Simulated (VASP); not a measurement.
# Ru (P6_3/mmc) in VASP: notebook

The runs below take Ru through relaxation of the atoms, single point, with PBE.

All numbers are computed with VASP 6.6.1; they aren't measurements. Logs are shortened: lines on timing, memory, paths and dates and some standing lists are left out, and cuts for length are marked.

### Step 1. The cell of the first run

It takes space group P6_3/mmc (No. 194, hexagonal). Conventional cell: a = 2.706 Å, b = 2.706 Å, c = 4.196 Å, α = 90.00°, β = 90.00°, γ = 120.00°. Ru (site symmetry -6m2) has 12 Ru at 2.62 to 2.71 Å within 3.5 Å.

### Step 2. Relaxation of the atoms, PBE (z stretched by -2 %)

The input, INCAR:

```
ALGO = Normal ; EDIFF = 1E-6
EDIFFG = -0.02 ; ENCUT = 520
GGA = PE ; IBRION = 2
ISIF = 2 ; ISMEAR = -1
LASPH = True ; LCHARG = False
LREAL = False ; LWAVE = False
NELM = 60 ; NSW = 80
PREC = Accurate ; SIGMA = 0.05
```

The input, KPOINTS:

```
k-points
0
Gamma
  20 20 11
```

The input, POSCAR:

```
Ru
1.0
    2.7058000000      0.0000000000      0.0000000000
   -1.3529000000      2.3432915376      0.0000000000
    0.0000000000      0.0000000000      4.1962620000
Ru
2
Direct
    0.3333333333      0.6666666667      0.2500000000
    0.6666666667      0.3333333333      0.7500000000
```

Potentials or basis: VASP PAW PBE potentials, release 64 (Ru_pv).

The run is started by

```sh
$ cat potpaw_PBE.64/Ru_pv/POTCAR > POTCAR
$ mpirun -np 1 vasp_std > vasp.out
```

OUTCAR:

```text
EDIFF = 1E-6
   EDIFFG = -0.02
   ENCUT = 520
   GGA = PE
   IBRION = 2
   ISIF = 2
   ISMEAR = -1
   LASPH = True
   LREAL = False
   NELM = 60
   NSW = 80
   PREC = Accurate

 ion  position               nearest neighbor table
   1  0.333  0.667  0.250-   2 2.62   2 2.62   2 2.62   2 2.62   2 2.62   2 2.62
   2  0.667  0.333  0.750-   1 2.62   1 2.62   1 2.62   1 2.62   1 2.62   1 2.62

  LATTYP: Found a hexagonal cell.
 ALAT       =     2.7058000000
 C/A-ratio  =     1.5508396777

  Lattice vectors:

 A1 = (   2.7058000000,   0.0000000000,   0.0000000000)
 A2 = (  -1.3529000000,   2.3432915376,   0.0000000000)
 A3 = (   0.0000000000,   0.0000000000,   4.1962620000)

Analysis of symmetry for initial positions (statically):
=====================================================================
 Subroutine PRICEL returns:
 Original cell was already a primitive cell.

 Routine SETGRP: Setting up the symmetry group for a
 hexagonal supercell.

 Subroutine GETGRP returns: Found 24 space group operations
 (whereof 12 operations were pure point group operations)
 out of a pool of 24 trial point group operations.

The static configuration has the point symmetry D_3d.
 The point group associated with its full space group is D_6h.

Analysis of symmetry for dynamics (positions and initial velocities):
=====================================================================
 Subroutine PRICEL returns:
 Original cell was already a primitive cell.

 Routine SETGRP: Setting up the symmetry group for a
 hexagonal supercell.

 Subroutine GETGRP returns: Found 24 space group operations
 (whereof 12 operations were pure point group operations)
 out of a pool of 24 trial point group operations.

The dynamic configuration has the point symmetry D_3d.
 The point group associated with its full space group is D_6h.

 Subroutine INISYM returns: Found 24 space group operations
 (whereof 12 operations are pure point group operations),
 and found     1 'primitive' translations

----------------------------------------------------------------------------------------

                                     Primitive cell

  volume of cell :      26.6063

  direct lattice vectors                    reciprocal lattice vectors
[... 83 lines left out ...]
   LSORBIT =      F    spin-orbit coupling
   LASPH  =      T    aspherical Exc in radial PAW
   ENCUT  =  520.0 eV  38.22 Ry    6.18 a.u.   5.03  5.03  7.80*2*pi/ulx,y,z
   NELM   =     60;   NELMIN=  2; NELMDL= -5     # of ELM steps
   EDIFF  = 0.1E-05   stopping-criterion for ELM
   LREAL  =      F    real-space projection
   EDIFFG = -.2E-01   stopping-criterion for IOM
   NSW    =     80    number of steps for IOM
   IBRION =      2    ionic relax: 0-MD 1-quasi-New 2-CG
   NFREE  =      1    steps in history (QN), initial steepest desc. (CG)
   ISIF   =      2    stress and relaxation
   ISYM   =      2    0-nonsym 1-usesym 2-fastsym
   POTIM  = 0.5000    time-step for ionic-motion
   TEBEG  =    0.0;   TEEND  =   0.0 temperature during run
   PSTRESS=    0.0 pullay stress
   NELECT =      28.0000    total number of electrons
   NUPDOWN=      -1.0000    fix difference up-down
   EMIN   =  10.00;   EMAX   =-10.00  energy-range for DOS
   EFERMI =   0.00;   METHOD = LEGACY
   ISMEAR =    -1;   SIGMA  =   0.05  broadening in eV -4-tet -1-fermi 0-gaus
   EFERMI_NEDOS =   21; number of points for ismear=-14 and -15
   IALGO  =     38    algorithm
   IMIX   =      4    mixing-type and parameters
     AMIX     =   0.40;   BMIX     =  1.00
     AMIX_MAG =   1.60;   BMIX_MAG =  1.00
  volume/ion in A,a.u.               =      13.30        89.77
  Fermi-wavevector in a.u.,A,eV,Ry     =   1.665198  3.146769 37.727398  2.772886
  Thomas-Fermi vector in A             =   2.751610
   LORBIT       =      0    0 simple, 1 ext, 2 COOP (PROOUT), +10 PAW based schemes
   GGA     = PE    functional components
   LHFCALC =     F    Hartree Fock is set to
   AEXX    =    0.0000 exact exchange contribution
   IVDW    =     0    specifies the selected vdW correction
   LEPSILON=     F    determine dielectric tensor
   LRPA    =     F    only Hartree local field effects (RPA)
 conjugate gradient relaxation of ions
 non-spin polarized calculation
  energy-cutoff  :      520.00
  volume of cell :       26.61
 maximum number of plane-waves:       733
 NGX is ok and might be reduce to    20
   NGX =  9   NGY =  9   NGZ = 15

 number of electron      27.9999997 magnetization

 Free energy of the ion-electron system (eV)
  ---------------------------------------------------
  ext. energy  EPLUGINS =         0.00000000
  ---------------------------------------------------
  free energy    TOTEN  =       -18.43287762 eV

  energy without entropy =      -18.41998134  energy(sigma->0) =      -18.42642948

 E-fermi :  13.2457     XC(G=0): -14.2457

 val. band max:       13.2367086295   @ k =   0.3500   0.0000   0.2727
 cond. band min:      13.2480034459   @ k =   0.1000  -0.0000   0.3636
 fundamental gap:      0.0112948164
 Fermi energy:        13.2457358257

 k-point     1 :       0.0000    0.0000    0.0000
  band No.  band energies     occupation
      1     -30.5434      2.00000
      2     -29.5493      2.00000
      3     -29.5493      2.00000
      4     -29.3483      2.00000
      5     -29.3483      2.00000
      6     -29.2699      2.00000
[... 481 lines left out ...]
      5     -29.4577      2.00000
      6     -29.4497      2.00000
[... 10 lines left out ...]
     17      15.0377      0.00000
     18      22.6416      0.00000

 [... further k-points ...]

------------------------ aborting loop because EDIFF is reached ----------------------------------------

  FORCE on cell =-STRESS in cart. coord.  units (eV):
  Direction    XX          YY          ZZ          XY          YZ          ZX
  --------------------------------------------------------------------------------------
  -------------------------------------------------------------------------------------
  Total        1.4842195      1.4842195      2.9990386      0.0000000      0.0000000     -0.0000000
  in kB       89.3766546     89.3766546    180.5959552      0.0000000      0.0000000     -0.0000000
  external PRESSURE =     119.7830882 kB  Pullay stress =       0.0000000 kB

 VOLUME and BASIS-vectors are now :
 -----------------------------------------------------------------------------
  energy-cutoff  :      520.00
  volume of cell :       26.61
      direct lattice vectors                 reciprocal lattice vectors
     2.705800000  0.000000000  0.000000000     0.369576465  0.213375072  0.000000000
    -1.352900000  2.343291538  0.000000000     0.000000000  0.426750144  0.000000000
     0.000000000  0.000000000  4.196262000     0.000000000  0.000000000  0.238307332

 POSITION                                       TOTAL-FORCE (eV/Angst)
 -----------------------------------------------------------------------------------
     -0.00000      1.56219      1.04907        -0.000000      0.000000      0.000000
      1.35290      0.78110      3.14720         0.000000     -0.000000      0.000000
 -----------------------------------------------------------------------------------
    total drift:                               -0.000000      0.000000     -0.000000

  FREE ENERGIE OF THE ION-ELECTRON SYSTEM (eV)
  ---------------------------------------------------
  free  energy   TOTEN  =       -18.4328776172 eV

  energy  without entropy=      -18.4199813440  energy(sigma->0) =      -18.42642948

 reached required accuracy - stopping structural energy minimisation
```

CONTCAR:

```text
Ru
   1.00000000000000
     2.7058000000000000    0.0000000000000000    0.0000000000000000
    -1.3529000000000000    2.3432915375999999    0.0000000000000000
     0.0000000000000000    0.0000000000000000    4.1962619999999999
  Ru
     2
Direct
     0.3333333332999970    0.6666666667000030    0.2500000000000000
     0.6666666667000030    0.3333333332999970    0.7500000000000000

  0.00000000E+00  0.00000000E+00  0.00000000E+00
  0.00000000E+00  0.00000000E+00  0.00000000E+00
```

Run time: 40 s. Hardware: 1 thread of Intel Xeon Platinum 8559C (Emerald Rapids), shared host; peak memory 0.21 GiB.

Results:

```yaml
Free_energy: -18.4329 eV
Pressure_after_relaxing: 12.0 GPa
Band_gap_on_the_k_mesh: zero (bands 14 and 15 overlap by 3.30 eV)
```

Stress tensor (GPa, compression positive):
```
 8.94  0.00  0.00
 0.00  8.94  0.00
 0.00  0.00 18.06
```

Final structure:
```cif
data_structure
_symmetry_space_group_name_H-M 'P 1'
_symmetry_Int_Tables_number 1
_cell_length_a 2.7058
_cell_length_b 2.7058
_cell_length_c 4.1963
_cell_angle_alpha 90.000
_cell_angle_beta 90.000
_cell_angle_gamma 120.000
_cell_volume 26.61
loop_
_atom_site_label
_atom_site_type_symbol
_atom_site_fract_x
_atom_site_fract_y
_atom_site_fract_z
_atom_site_occupancy
Ru1 Ru 0.33333 0.66667 0.25000 1
Ru2 Ru 0.66667 0.33333 0.75000 1
```

Caveat: the cell differs from its parent crystal (z stretched by -2 %); the relaxation stopped at its first step, so nothing moved.

### Step 3. Relaxation of the atoms, PBE

This run uses another cell than the first one, of 13.57 Å³/atom.

The input, INCAR:

```
ALGO = Normal ; EDIFF = 1E-6
EDIFFG = -0.02 ; ENCUT = 520
GGA = PE ; IBRION = 2
ISIF = 2 ; ISMEAR = -1
LASPH = T ; LCHARG = F
LREAL = F ; LWAVE = F
NELM = 100 ; NSW = 80
PREC = Accurate ; SIGMA = 0.05
```

KPOINTS is that of step 2.

Changes to POSCAR since step 2:

```diff
@@ -4,3 +4,3 @@
    -1.3529000000      2.3432915376      0.0000000000
-    0.0000000000      0.0000000000      4.1962620000
+    0.0000000000      0.0000000000      4.2819000000
 Ru
```

Potentials or basis: VASP PAW PBE potentials, release 64 (Ru_pv).

The run is started by

```sh
$ cat potpaw_PBE.64/Ru_pv/POTCAR > POTCAR
$ mpirun -np 1 vasp_std > vasp.out
```

OUTCAR:

```text
EDIFF = 1E-6
   EDIFFG = -0.02
   ENCUT = 520
   GGA = PE
   IBRION = 2
   ISIF = 2
   ISMEAR = -1
   LASPH = T
   LREAL = F
   NELM = 100
   NSW = 80
   PREC = Accurate

 ion  position               nearest neighbor table
   1  0.333  0.667  0.250-   2 2.65   2 2.65   2 2.65   2 2.65   2 2.65   2 2.65
   2  0.667  0.333  0.750-   1 2.65   1 2.65   1 2.65   1 2.65   1 2.65   1 2.65

  LATTYP: Found a hexagonal cell.
 ALAT       =     2.7058000000
 C/A-ratio  =     1.5824894671

  Lattice vectors:

 A1 = (   2.7058000000,   0.0000000000,   0.0000000000)
 A2 = (  -1.3529000000,   2.3432915376,   0.0000000000)
 A3 = (   0.0000000000,   0.0000000000,   4.2819000000)

Analysis of symmetry for initial positions (statically):
=====================================================================
 Subroutine PRICEL returns:
 Original cell was already a primitive cell.

 Routine SETGRP: Setting up the symmetry group for a
 hexagonal supercell.

 Subroutine GETGRP returns: Found 24 space group operations
 (whereof 12 operations were pure point group operations)
 out of a pool of 24 trial point group operations.

The static configuration has the point symmetry D_3d.
[... 165 lines left out ...]

 val. band max:       12.8649760070   @ k =   0.5000   0.0000   0.1818
 cond. band min:      12.8702968358   @ k =   0.1000   0.0000   0.3636
 fundamental gap:      0.0053208288
 Fermi energy:        12.8673422011

 k-point     1 :       0.0000    0.0000    0.0000
  band No.  band energies     occupation
      1     -30.8050      2.00000
      2     -29.8774      2.00000
      3     -29.8774      2.00000
      4     -29.7073      2.00000
      5     -29.7073      2.00000
      6     -29.6613      2.00000
[... 481 lines left out ...]
      5     -29.8220      2.00000
      6     -29.8147      2.00000
[... 10 lines left out ...]
     17      14.5278      0.00000
     18      21.9095      0.00000

 [... further k-points ...]

------------------------ aborting loop because EDIFF is reached ----------------------------------------

  FORCE on cell =-STRESS in cart. coord.  units (eV):
  Direction    XX          YY          ZZ          XY          YZ          ZX
  --------------------------------------------------------------------------------------
  -------------------------------------------------------------------------------------
  Total        0.8400650      0.8400650      0.5774701     -0.0000000      0.0000000      0.0000000
  in kB       49.5752508     49.5752508     34.0785841     -0.0000000      0.0000000      0.0000000
  external PRESSURE =      44.4096953 kB  Pullay stress =       0.0000000 kB

 VOLUME and BASIS-vectors are now :
 -----------------------------------------------------------------------------
  energy-cutoff  :      520.00
  volume of cell :       27.15
      direct lattice vectors                 reciprocal lattice vectors
     2.705800000  0.000000000  0.000000000     0.369576465  0.213375072  0.000000000
    -1.352900000  2.343291538  0.000000000     0.000000000  0.426750144  0.000000000
     0.000000000  0.000000000  4.281900000     0.000000000  0.000000000  0.233541185

 POSITION                                       TOTAL-FORCE (eV/Angst)
 -----------------------------------------------------------------------------------
     -0.00000      1.56219      1.07048         0.000000     -0.000000      0.000000
      1.35290      0.78110      3.21143        -0.000000      0.000000      0.000000
 -----------------------------------------------------------------------------------
    total drift:                               -0.000000      0.000000     -0.000000

  FREE ENERGIE OF THE ION-ELECTRON SYSTEM (eV)
  ---------------------------------------------------
  free  energy   TOTEN  =       -18.4689688722 eV

  energy  without entropy=      -18.4551596961  energy(sigma->0) =      -18.46206428

 reached required accuracy - stopping structural energy minimisation
```

OSZICAR:

```text
N       E                     dE             d eps       ncg     rms          rms(c)
DAV:   1     0.285951587812E+03    0.28595E+03   -0.18123E+04  9504   0.173E+03
DAV:   2    -0.130250453836E+02   -0.29898E+03   -0.29330E+03 10000   0.496E+02
DAV:   3    -0.197428930950E+02   -0.67178E+01   -0.65017E+01 10070   0.790E+01
DAV:   4    -0.198150279204E+02   -0.72135E-01   -0.71936E-01 11478   0.713E+00
DAV:   5    -0.198160521504E+02   -0.10242E-02   -0.10242E-02 10294   0.808E-01    0.178E+01
DAV:   6    -0.185639681793E+02    0.12521E+01   -0.33491E+00  9600   0.192E+01    0.472E+00
DAV:   7    -0.184772848417E+02    0.86683E-01   -0.27217E-01  9748   0.497E+00    0.110E+00
DAV:   8    -0.184689595896E+02    0.83253E-02   -0.69957E-03  9746   0.100E+00    0.182E-01
DAV:   9    -0.184689560362E+02    0.35534E-05   -0.53625E-04 12368   0.247E-01    0.491E-02
DAV:  10    -0.184689652608E+02   -0.92246E-05   -0.18277E-05 10132   0.442E-02    0.137E-02
DAV:  11    -0.184689694164E+02   -0.41556E-05   -0.12319E-06  6466   0.107E-02    0.353E-03
DAV:  12    -0.184689688722E+02    0.54423E-06   -0.10720E-07  4878   0.292E-03
   1 F= -.18468969E+02 E0= -.18462064E+02  d E =-.184690E+02
```

CONTCAR:

```text
Ru
   1.00000000000000
     2.7058000000000000    0.0000000000000000    0.0000000000000000
    -1.3529000000000000    2.3432915375999999    0.0000000000000000
     0.0000000000000000    0.0000000000000000    4.2819000000000003
  Ru
     2
Direct
     0.3333333332999970    0.6666666667000030    0.2500000000000000
     0.6666666667000030    0.3333333332999970    0.7500000000000000

  0.00000000E+00  0.00000000E+00  0.00000000E+00
  0.00000000E+00  0.00000000E+00  0.00000000E+00
```

It took 48 s on 1 thread of Intel Xeon Platinum 8488C (Sapphire Rapids), shared host; peak memory 0.22 GiB.

What came out:

```
Free energy             : -18.4690 eV
Pressure after relaxing : 4.4 GPa
Band gap on the k mesh  : zero (bands 14 and 15 overlap by 3.23 eV)
```

Final structure:
```
Ru
1.0
     2.70580    0.00000    0.00000
    -1.35290    2.34329    0.00000
     0.00000    0.00000    4.28190
Ru
2
Direct
  0.33333 0.66667 0.25000
  0.66667 0.33333 0.75000
```

Caveat: the relaxation stopped at its first step, so nothing moved.

### Step 4. Single point, PBE (13.85 Å³/atom)

This run uses another cell than the first one, of 13.85 Å³/atom.

The input, INCAR:

```
PREC = Accurate ; ENCUT = 520
EDIFF = 1E-6 ; ISMEAR = -1
SIGMA = 0.05 ; LREAL = False
LASPH = True ; NELM = 80
ALGO = Normal ; ISIF = 2
LWAVE = False ; LCHARG = False
GGA = PE ; NBANDS = 21
```

The input, KPOINTS:

```
regular mesh
0
Gamma
  20 20 11
```

The input, POSCAR:

```
Ru
1.0
    2.7237197275      0.0000000000      0.0000000000
   -1.3618598638      2.3588104768      0.0000000000
    0.0000000000      0.0000000000      4.3102577801
Ru
2
Direct
    0.3333333333      0.6666666667      0.2500000000
    0.6666666667      0.3333333333      0.7500000000
```

The run is started by

```sh
$ cat potpaw_PBE.64/Ru_pv/POTCAR > POTCAR
$ mpirun -np 1 vasp_std > vasp.out
```

Run time: 40 s. Hardware: 1 thread of Intel Xeon 6975P-C (Granite Rapids), shared host; peak memory 0.23 GiB.

The run converged. Its results:

```
Free energy            : -18.4734 eV
Pressure               : -1.9 GPa
Band gap on the k mesh : zero (bands 14 and 15 overlap by 3.13 eV)
```

Stress tensor (GPa, compression positive):
```
-1.27  0.00  0.00
 0.00 -1.27  0.00
 0.00  0.00 -3.13
```

Levels at points of the mesh, in eV from the Fermi level:
| k point | band 10 | band 11 | band 12 | band 13 | band 14 | band 15 | band 16 | band 17 | band 18 | band 19 |
| --- | --- | --- | --- | --- | --- | --- | --- | --- | --- | --- |
| (0.00, 0.00, 0.00) | -2.54 | -2.37 | -1.89 | -1.89 | -1.37 | -1.37 | 1.12 | 1.12 | 1.25 | 10.04 |
| (0.50, 0.00, 0.00) | -2.95 | -2.04 | -1.78 | -1.50 | 1.35 | 1.75 | 1.83 | 3.93 | 5.96 | 10.41 |

[end of part 1 of 2]
